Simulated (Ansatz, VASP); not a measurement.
**Zr3MoRh: VASP beside Ansatz**

```
Zr Mo Rh
1.0
     4.93270    0.00000    0.00000
     0.00000    4.93270    0.00000
     0.00000    0.00000    4.93270
Zr Mo Rh
3 1 1
Cartesian
  0.0000 2.4664 2.4664
  2.4664 0.0000 2.4664
  2.4664 2.4664 0.0000
  0.0000 0.0000 0.0000
  2.4664 2.4664 2.4664
```

Alike in both runs: functional PBE; k mesh 4 × 4 × 4; occupations gaussian, width 0.1 eV; no spin polarisation.

Ansatz relaxed the structure, and its values are those at the end. VASP's run is a single point on that final structure, the one shown.

|  | VASP | Ansatz |
| --- | --- | --- |
| version | VASP 6.6.1 | Ansatz 0.2.0 |
| potentials or method | VASP PAW PBE potentials, release 64 (Zr_sv, Mo_sv, Rh_pv), cutoff 520 eV | scalar-relativistic, plane waves, PAW |
| valence electrons in the cell | 65 | 67 |

```tsv
	VASP	Ansatz	Ansatz less VASP
gap on the k mesh at the Fermi level (eV)	none	none	-
pressure (GPa)	0.1	0.0	-0.10
```

A gap of «none» marks a metal or a gap that the smearing closes. The functional is the same, so the differences come from potentials, cutoffs and numerics. VASP's potentials hold 65 valence electrons a cell and Ansatz's 67, so a difference there can come from the potentials and not from the codes.
